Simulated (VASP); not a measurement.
Wanted: the native input for a VASP 6.6.1 run.

```yaml
Task: single point
Functional: PBE
Dispersion: D3(BJ)
Potentials_or_basis: VASP PAW PBE potentials, release 64 (W_sv, S)
Cutoff: 520 eV
k_mesh: 12 × 12 × 4
Occupations: gaussian, width 0.02 eV
Spin: no spin polarisation
Dipole_correction: no
Further_INCAR_settings: ALGO = Normal; EDIFF = 1e-07; NBANDS = 35
```

The structure of WS2 lies in POSCAR:

```
WS2
1.0
    3.1856998817      0.0000000000      0.0000000000
   -1.5928499409      2.7588970264      0.0000000000
    0.0000000000      0.0000000000     12.2669293578
W S
2 4
Direct
    0.3333333333      0.6666666667      0.7500459770
    0.6666666667      0.3333333333      0.2499540230
    0.3333333333      0.6666666667      0.1223502598
    0.6666666667      0.3333333333      0.6224415462
    0.3333333333      0.6666666667      0.3775584538
    0.6666666667      0.3333333333      0.8776497402
```

This cell differs from its parent crystal: equal strain along all axes, cell held: +1.0 %, then relaxed in part.

One way to write it, as run:

INCAR

```
SYSTEM = WS2
PREC     = Accurate       ! precision mode
ENCUT    = 520            ! plane-wave cutoff, eV
EDIFF    = 1E-7           ! SCF threshold, eV
ISMEAR   = 0              ! smearing method
SIGMA    = 0.02           ! smearing width, eV
LREAL    = .FALSE.        ! projectors in reciprocal space
LASPH    = .TRUE.         ! aspherical terms in the spheres
NELM     = 60             ! most SCF steps
ALGO     = Normal         ! electronic algorithm
ISIF     = 2              ! what is computed and relaxed
LWAVE    = .FALSE.        ! write WAVECAR
LCHARG   = .FALSE.        ! write CHGCAR
GGA      = PE             ! functional
IVDW     = 12             ! dispersion correction
NBANDS   = 35             ! bands
```

KPOINTS

```
regular mesh
0
G
  12 12 4
  0 0 0
```

Potentials or basis: VASP PAW PBE potentials, release 64 (W_sv, S).

The run is started by

```bash
$ cat potpaw_PBE.64/W_sv/POTCAR potpaw_PBE.64/S/POTCAR > POTCAR
$ mpirun -np 1 vasp_std > vasp.out
```

It gave:

```yaml
Pressure: -2.3 GPa
Largest_force: 0.003 eV/Å
Band_gap_on_the_k_mesh: 0.96 eV (least direct gap 1.72 eV)
Dispersion_energy_per_atom: -0.421 eV
```

Caveat: the cell differs from its parent crystal (equal strain along all axes, cell held: +1.0 %, then relaxed in part); spin-orbit coupling is left out, which moves the levels of the heavy elements.

Wall time 2.8 min on 1 thread of AMD EPYC 9R45 96-Core Processor (Zen 5), on a shared host, peak memory 0.33 GiB.
